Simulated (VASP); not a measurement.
# Ni (Fm-3m) in VASP: a series of runs

The runs below take Ni through single point, with PBE, r2SCAN.

Program: VASP 6.6.1. These are calculated values, not measurements. Logs are shortened: lines on timing, memory, paths and dates and some standing lists are left out, and cuts for length are marked.

## (1) The cell of the first run

It takes space group Fm-3m (No. 225, cubic). The conventional cell has a = 3.525 Å, b = 3.525 Å, c = 3.525 Å, α = 90.00°, β = 90.00°, γ = 90.00°. Ni (site symmetry m-3m) has 12 Ni at 2.49 Å within 3.3 Å.

## (2) Single point, PBE, collinear spin, ferromagnetic start

Contents of INCAR:

```
SYSTEM = Ni
PREC = Accurate ; ENCUT = 520
EDIFF = 1E-6 ; ISMEAR = 0
SIGMA = 0.05 ; LREAL = .FALSE.
LASPH = .TRUE. ; NELM = 150
ALGO = Normal ; ISIF = 2
LWAVE = .FALSE. ; LCHARG = .TRUE.
ISPIN = 2 ; MAGMOM = 0.85
LORBIT = 11 ; LMAXMIX = 4
GGA = PE ; LELF = .TRUE.
LVHAR = .TRUE. ; NBANDS = 15
```

Contents of KPOINTS:

```
Automatic mesh
0
G
  10 10 10
  0 0 0
```

Contents of POSCAR:

```
Ni
1.0
    0.0000000000      1.7623435447      1.7623435447
    1.7623435447      0.0000000000      1.7623435447
    1.7623435447      1.7623435447      0.0000000000
Ni
1
Direct
    0.0000000000      0.0000000000      0.0000000000
```

Potentials or basis: VASP PAW PBE potentials, release 64 (Ni).

On the command line:

```sh
$ cat potpaw_PBE.64/Ni/POTCAR > POTCAR
$ mpirun -np 1 vasp_std > vasp.out
```

OUTCAR:

```text
SYSTEM = Ni
   PREC = Accurate
   ENCUT = 520
   EDIFF = 1E-6
   ISMEAR = 0
   LREAL = .FALSE.
   LASPH = .TRUE.
   NELM = 150
   ISIF = 2
   ISPIN = 2
   LORBIT = 11
   GGA = PE

 ion  position               nearest neighbor table
   1  0.000  0.000  0.000-

  LATTYP: Found a face centered cubic cell.
 ALAT       =     3.5246870894

  Lattice vectors:

 A1 = (   0.0000000000,   1.7623435447,   1.7623435447)
 A2 = (   1.7623435447,   0.0000000000,   1.7623435447)
 A3 = (   1.7623435447,   1.7623435447,   0.0000000000)

Analysis of symmetry for initial positions (statically):
=====================================================================
 Subroutine PRICEL returns:
 Original cell was already a primitive cell.

 Routine SETGRP: Setting up the symmetry group for a
 face centered cubic supercell.

 Subroutine GETGRP returns: Found 48 space group operations
 (whereof 48 operations were pure point group operations)
 out of a pool of 48 trial point group operations.

The static configuration has the point symmetry O_h .

Analysis of symmetry for dynamics (positions and initial velocities):
=====================================================================
 Subroutine PRICEL returns:
 Original cell was already a primitive cell.

 Routine SETGRP: Setting up the symmetry group for a
 face centered cubic supercell.

 Subroutine GETGRP returns: Found 48 space group operations
 (whereof 48 operations were pure point group operations)
 out of a pool of 48 trial point group operations.

The dynamic configuration has the point symmetry O_h .

Analysis of structural, dynamic, and magnetic symmetry:
=====================================================================
 Subroutine PRICEL returns:
 Original cell was already a primitive cell.

 Routine SETGRP: Setting up the symmetry group for a
 face centered cubic supercell.

 Subroutine GETGRP returns: Found 48 space group operations
 (whereof 48 operations were pure point group operations)
 out of a pool of 48 trial point group operations.

The overall configuration has the point symmetry O_h .

 Subroutine INISYM returns: Found 48 space group operations
 (whereof 48 operations are pure point group operations),
 and found     1 'primitive' translations

----------------------------------------------------------------------------------------

                                     Primitive cell

  volume of cell :      10.9472

  direct lattice vectors                    reciprocal lattice vectors
     0.000000000  1.762343545  1.762343545    -0.283713128  0.283713128  0.283713128
     1.762343545  0.000000000  1.762343545     0.283713128 -0.283713128  0.283713128
     1.762343545  1.762343545  0.000000000     0.283713128  0.283713128 -0.283713128

  length of vectors
     2.492330142  2.492330142  2.492330142     0.491405553  0.491405553  0.491405553

  position of ions in fractional coordinates (direct lattice)
     0.000000000  0.000000000  0.000000000

  ion indices of the primitive-cell ions
   primitive index   ion index
                 1           1

----------------------------------------------------------------------------------------

 KPOINTS: Automatic mesh

Automatic generation of k-mesh.
 Grid dimensions read from file:
 generate k-points for:   10   10   10

 Generating k-lattice:

  Cartesian coordinates                     Fractional coordinates (reciprocal lattice)
    -0.028371313  0.028371313  0.028371313     0.100000000  0.000000000  0.000000000
     0.028371313 -0.028371313  0.028371313     0.000000000  0.100000000  0.000000000
     0.028371313  0.028371313 -0.028371313     0.000000000  0.000000000  0.100000000

  Length of vectors
     0.049140555  0.049140555  0.049140555

  Shift w.r.t. Gamma in fractional coordinates (k-lattice)
     0.000000000  0.000000000  0.000000000

 Subroutine IBZKPT returns following result:
 ===========================================

 Found     47 irreducible k-points:

 Following reciprocal coordinates:
            Coordinates               Weight
  0.000000  0.000000  0.000000      1.000000
  0.100000  0.000000  0.000000      8.000000
  0.200000  0.000000  0.000000      8.000000
  0.300000  0.000000  0.000000      8.000000
  0.400000  0.000000  0.000000      8.000000
  0.500000  0.000000  0.000000      4.000000
[... 16 lines left out ...]
  0.300000  0.300000  0.000000      6.000000
  0.400000  0.300000  0.000000     24.000000
 [... further k-points ...]
   k-points           NKPTS =     47   k-points in BZ     NKDIM =     47   number of bands    NBANDS=     15
   number of dos      NEDOS =    301   number of ions     NIONS =      1
   total plane-waves  NPLWV =   8000
   dimension x,y,z NGX =    20 NGY =   20 NGZ =   20
   dimension x,y,z NGXF=    40 NGYF=   40 NGZF=   40
   ions per type =               1
   NGX,Y,Z   is equivalent  to a cutoff of  13.34, 13.34, 13.34 a.u.
   NGXF,Y,Z  is equivalent  to a cutoff of  26.68, 26.68, 26.68 a.u.
 SYSTEM =  Ni
   PREC   = accura    normal or accurate (medium, high low for compatibility)
   ISTART =      0    job   : 0-new  1-cont  2-samecut
   ICHARG =      2    charge: 1-file 2-atom 10-const
   ISPIN  =      2    spin polarized calculation?
   LNONCOLLINEAR =      F non collinear calculations
   LSORBIT =      F    spin-orbit coupling
   LASPH  =      T    aspherical Exc in radial PAW
   ENCUT  =  520.0 eV  38.22 Ry    6.18 a.u.   4.63  4.63  4.63*2*pi/ulx,y,z
   NELM   =    150;   NELMIN=  2; NELMDL= -5     # of ELM steps
   EDIFF  = 0.1E-05   stopping-criterion for ELM
   LREAL  =      F    real-space projection
   EDIFFG = 0.1E-04   stopping-criterion for IOM
   NSW    =      0    number of steps for IOM
   IBRION =     -1    ionic relax: 0-MD 1-quasi-New 2-CG
   NFREE  =      0    steps in history (QN), initial steepest desc. (CG)
   ISIF   =      2    stress and relaxation
   ISYM   =      2    0-nonsym 1-usesym 2-fastsym
   POTIM  = 0.5000    time-step for ionic-motion
   TEBEG  =    0.0;   TEEND  =   0.0 temperature during run
   PSTRESS=    0.0 pullay stress
   NELECT =      10.0000    total number of electrons
   NUPDOWN=      -1.0000    fix difference up-down
   EMIN   =  10.00;   EMAX   =-10.00  energy-range for DOS
   EFERMI =   0.00;   METHOD = LEGACY
   ISMEAR =     0;   SIGMA  =   0.05  broadening in eV -4-tet -1-fermi 0-gaus
   EFERMI_NEDOS =   21; number of points for ismear=-14 and -15
   IALGO  =     38    algorithm
   IMIX   =      4    mixing-type and parameters
     AMIX     =   0.40;   BMIX     =  1.00
     AMIX_MAG =   1.60;   BMIX_MAG =  1.00
  volume/ion in A,a.u.               =      10.95        73.88
  Fermi-wavevector in a.u.,A,eV,Ry     =   1.588453  3.001740 34.329971  2.523182
  Thomas-Fermi vector in A             =   2.687454
   LORBIT       =     11    0 simple, 1 ext, 2 COOP (PROOUT), +10 PAW based schemes
   GGA     = PE    functional components
   LHFCALC =     F    Hartree Fock is set to
   AEXX    =    0.0000 exact exchange contribution
   IVDW    =     0    specifies the selected vdW correction
   LEPSILON=     F    determine dielectric tensor
   LRPA    =     F    only Hartree local field effects (RPA)
 spin polarized calculation
 Gauss-broadening in eV      SIGMA  =   0.05
  energy-cutoff  :      520.00
  volume of cell :       10.95
 maximum number of plane-waves:       304
   NGX =  9   NGY =  9   NGZ =  9

 number of electron      10.0000010 magnetization       0.7264295

 Free energy of the ion-electron system (eV)
  ---------------------------------------------------
  ext. energy  EPLUGINS =         0.00000000
  ---------------------------------------------------
  free energy    TOTEN  =        -5.47357468 eV

  energy without entropy =       -5.47111497  energy(sigma->0) =       -5.47234482

 E-fermi :   9.2996     XC(G=0): -13.2219

 val. band max:        9.2979272860   @ k =   0.4000   0.4000   0.0000
 cond. band min:       9.3022934877   @ k =  -0.4000   0.2000   0.0000
 fundamental gap:      0.0043662017
 Fermi energy:         9.2996482839

 spin component 1

 k-point     1 :       0.0000    0.0000    0.0000
  band No.  band energies     occupation
      1       0.3113      1.00000
      2       6.7950      1.00000
      3       6.7950      1.00000
      4       6.7950      1.00000
      5       7.9728      1.00000
      6       7.9728      1.00000
      7      32.9551      0.00000
      8      36.7630      0.00000
      9      36.7630      0.00000
     10      36.7630      0.00000
     11      39.6660      0.00000
     12      39.6660      0.00000
     13      39.6660      0.00000
     14      42.6705      0.00000
     15      48.8741      0.00000

 k-point     2 :       0.1000    0.0000    0.0000
  band No.  band energies     occupation
      1       0.6980      1.00000
      2       6.7016      1.00000
      3       6.8758      1.00000
      4       6.8758      1.00000
      5       7.9414      1.00000
      6       7.9414      1.00000
      7      31.1664      0.00000
      8      34.2031      0.00000
      9      35.9934      0.00000
     10      35.9934      0.00000
     11      40.8370      0.00000
     12      40.8370      0.00000
     13      40.8957      0.00000
     14      45.9277      0.00000
     15      46.2626      0.00000
[... 365 lines left out ...]
      3       7.6288      1.00000
      4       7.9251      1.00000
      5       7.9251      1.00000
      6       8.4254      1.00000
      7      26.6621      0.00000
      8      26.9815      0.00000
      9      26.9815      0.00000
     10      29.6212      0.00000
     11      33.5147      0.00000
     12      50.4292      0.00000
     13      50.4292      0.00000
     14      52.5105      0.00000
     15      52.7524      0.00000

 k-point    24 :       0.4000    0.3000    0.0000
  band No.  band energies     occupation
      1       4.6509      1.00000
      2       5.4658      1.00000
      3       7.5095      1.00000
      4       8.0499      1.00000
      5       8.6002      1.00000
      6       9.2607      0.86499
      7      23.1695      0.00000
      8      24.2289      0.00000
      9      26.1011      0.00000
     10      30.4028      0.00000
     11      34.7387      0.00000
     12      49.4593      0.00000
     13      50.0121      0.00000
     14      54.3203      0.00000
     15      55.5942      0.00000

 [... further k-points ...]

 spin component 2

 k-point     1 :       0.0000    0.0000    0.0000
  band No.  band energies     occupation
      1       0.2962      1.00000
      2       7.6554      1.00000
      3       7.6554      1.00000
      4       7.6554      1.00000
      5       8.6420      1.00000
      6       8.6420      1.00000
      7      32.8029      0.00000
      8      36.7640      0.00000
      9      36.7640      0.00000
     10      36.7640      0.00000
     11      39.8038      0.00000
     12      39.8038      0.00000
     13      39.8038      0.00000
     14      42.5578      0.00000
     15      49.1126      0.00000

 k-point     2 :       0.1000    0.0000    0.0000
  band No.  band energies     occupation
      1       0.6836      1.00000
      2       7.5469      1.00000
      3       7.7384      1.00000
      4       7.7384      1.00000
      5       8.6099      1.00000
      6       8.6099      1.00000
      7      31.1811      0.00000
      8      34.1315      0.00000
      9      36.0520      0.00000
     10      36.0520      0.00000
     11      40.8751      0.00000
     12      40.8994      0.00000
     13      40.8994      0.00000
     14      45.9154      0.00000
     15      46.4672      0.00000
[... 365 lines left out ...]
      3       8.0830      1.00000
      4       8.8437      1.00000
      5       8.8437      1.00000
      6       9.1127      1.00000
      7      26.7411      0.00000
      8      27.0736      0.00000
      9      27.0736      0.00000
     10      29.7637      0.00000
     11      33.7050      0.00000
     12      50.3707      0.00000
     13      50.3707      0.00000
     14      52.4798      0.00000
     15      52.7963      0.00000

 k-point    24 :       0.4000    0.3000    0.0000
  band No.  band energies     occupation
      1       4.9038      1.00000
      2       6.1947      1.00000
      3       8.1194      1.00000
      4       8.8677      1.00000
      5       9.4085      0.00104
      6       9.8677      0.00000
      7      23.2978      0.00000
      8      24.3671      0.00000
      9      26.1781      0.00000
     10      30.5396      0.00000
     11      34.8877      0.00000
     12      49.4671      0.00000
     13      49.9883      0.00000
     14      54.8178      0.00000
     15      56.1896      0.00000

 [... further k-points ...]
[... 5 lines left out ...]
  --------------------------------------------------------------------------------------
  -------------------------------------------------------------------------------------
  Total       -0.0379917     -0.0379917     -0.0379917     -0.0000000     -0.0000000     -0.0000000
  in kB       -5.5602857     -5.5602857     -5.5602857     -0.0000000     -0.0000000     -0.0000000
  external PRESSURE =      -5.5602857 kB  Pullay stress =       0.0000000 kB

 VOLUME and BASIS-vectors are now :
 -----------------------------------------------------------------------------
  energy-cutoff  :      520.00
  volume of cell :       10.95
      direct lattice vectors                 reciprocal lattice vectors
     0.000000000  1.762343545  1.762343545    -0.283713128  0.283713128  0.283713128
     1.762343545  0.000000000  1.762343545     0.283713128 -0.283713128  0.283713128
     1.762343545  1.762343545  0.000000000     0.283713128  0.283713128 -0.283713128

 POSITION                                       TOTAL-FORCE (eV/Angst)
 -----------------------------------------------------------------------------------
      0.00000      0.00000      0.00000        -0.000000      0.000000     -0.000000
 -----------------------------------------------------------------------------------
    total drift:                                0.000000      0.000000      0.000000

  FREE ENERGIE OF THE ION-ELECTRON SYSTEM (eV)
  ---------------------------------------------------
  free  energy   TOTEN  =        -5.4735746752 eV

  energy  without entropy=       -5.4711149732  energy(sigma->0) =       -5.47234482

 total charge

# of ion       s       p       d       tot
------------------------------------------
    1        0.498   0.496   8.303   9.297

 magnetization (x)

# of ion       s       p       d       tot
------------------------------------------
    1       -0.003  -0.021   0.762   0.738
```

It took 11 s on 1 thread of Intel Xeon Platinum 8488C (Sapphire Rapids), shared host; peak memory 0.13 GiB.

What came out:

| Item | Value |
| --- | --- |
| Free energy | -5.4736 eV |
| Pressure | -0.6 GPa |
| Net moment | 0.73 μB per cell |
| Site moments | Ni +0.74 μB |
| Valence electrons inside the program's atomic spheres | Ni 9.30 |

## (3) Single point, r2SCAN, collinear spin, ferromagnetic start

POSCAR is that of step 2.

Contents of INCAR.step1:

```
SYSTEM = Ni
PREC = Accurate ; ENCUT = 520
ISMEAR = 0 ; SIGMA = 0.05
LREAL = .False. ; LASPH = .True.
NELM = 150 ; ISPIN = 2
MAGMOM = 0.8 ; LMAXMIX = 4
NBANDS = 15 ; GGA = PE
ALGO = Normal ; EDIFF = 1E-4
LWAVE = .True. ; LCHARG = .False.
```

Contents of INCAR.step2:

```
SYSTEM = Ni
PREC = Accurate ; ENCUT = 520
EDIFF = 1E-6 ; ISMEAR = 0
SIGMA = 0.05 ; LREAL = .False.
LASPH = .True. ; NELM = 150
ALGO = Normal ; ISIF = 2
LWAVE = .False. ; LCHARG = .False.
ISPIN = 2 ; MAGMOM = 0.8
LORBIT = 11 ; LMAXMIX = 4
METAGGA = R2SCAN ; LMIXTAU = .True.
NBANDS = 15 ; ISTART = 1
```

Contents of KPOINTS:

```
Automatic mesh
0
Gamma
  20 20 20
  0 0 0
```

Potentials or basis: VASP PAW PBE potentials, release 64 (Ni).

On the command line:

```sh
$ cat potpaw_PBE.64/Ni/POTCAR > POTCAR
$ cp INCAR.step1 INCAR
$ mpirun -np 1 vasp_std > vasp.out
$ cp INCAR.step2 INCAR
$ mpirun -np 1 vasp_std > vasp.out
```

It took 3.2 min on 1 thread of Intel Xeon Platinum 8488C (Sapphire Rapids), shared host; peak memory 0.18 GiB.

The run converged. Its results:

```yaml
Free_energy: -11.9332 eV
Pressure: -7.3 GPa
Net_moment: 0.75 μB per cell
Site_moments: Ni +0.78 μB
Valence_electrons_inside_the_program's_atomic_spheres: Ni 9.33
```

Levels at points of the mesh, in eV from the Fermi level:
Spin up:
```csv
k point,band 2,band 3,band 4,band 5,band 6,band 7,band 8,band 9
"(0.00, 0.00, 0.00)",-2.97,-2.97,-2.97,-1.68,-1.68,24.47,28.57,28.57
"(0.50, 0.00, 0.00)",-2.88,-2.88,-1.11,-1.11,-0.40,5.57,22.92,25.50
"(0.50, 0.50, 0.00)",-4.71,-1.04,-1.04,-0.98,2.47,9.27,15.33,15.33
```
Spin down:
| k point | band 1 | band 2 | band 3 | band 4 | band 5 | band 6 | band 7 | band 8 |
| --- | --- | --- | --- | --- | --- | --- | --- | --- |
| (0.00, 0.00, 0.00) | -9.63 | -1.59 | -1.59 | -1.59 | -0.91 | -0.91 | 24.20 | 28.68 |
| (0.50, 0.00, 0.00) | -4.57 | -1.94 | -1.94 | -0.63 | 0.18 | 0.18 | 6.28 | 22.81 |
| (0.50, 0.50, 0.00) | -4.62 | -3.63 | -0.17 | 0.55 | 0.55 | 2.20 | 9.62 | 15.39 |

Caveat: the PAW data sets were made with another functional, which shifts forces and pressure a little.
